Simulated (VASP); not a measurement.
SbAu (zincblende type), 2 atoms in the cell. Symmetry: F-43m, No. 216, cubic system. Conventional cell: a = 6.096 Å, b = 6.096 Å, c = 6.096 Å, α = 90.00°, β = 90.00°, γ = 90.00°. Au (site symmetry -43m) has 4 Sb at 2.64 Å within 3.5 Å. Within 3.5 Å of Sb (site symmetry -43m) lie 4 Au at 2.64 Å.  This cell differs from its parent crystal: volume scaled by 0.9405.

- Program: VASP 6.6.1
- Task: single point
- Functional: PBE
- Potentials or basis: VASP PAW PBE potentials, release 64 (Au, Sb)
- Cutoff: 520 eV
- k mesh: 10 × 10 × 10
- Occupations: fermi-dirac, width 0.08 eV
- Spin: no spin polarisation
- Dipole correction: no
- Further INCAR settings: ALGO = Normal; EDIFF = 1e-06; NBANDS = 15

Potentials or basis: VASP PAW PBE potentials, release 64 (Au, Sb).

Run with:

```sh
$ cat potpaw_PBE.64/Au/POTCAR potpaw_PBE.64/Sb/POTCAR > POTCAR
$ mpirun -np 1 vasp_std > vasp.out
```

Hardware: 1 thread of Intel(R) Xeon(R) Platinum 8259CL CPU @ 2.50GHz (Skylake/Cascade Lake), on a shared host.

How long does it take, and how much memory?

Run time: 22 s on 1 thread of Intel(R) Xeon(R) Platinum 8259CL CPU @ 2.50GHz (Skylake/Cascade Lake), with other jobs on the host, peak memory 0.2 GiB. Counts: scf iterations 12, k points 47.
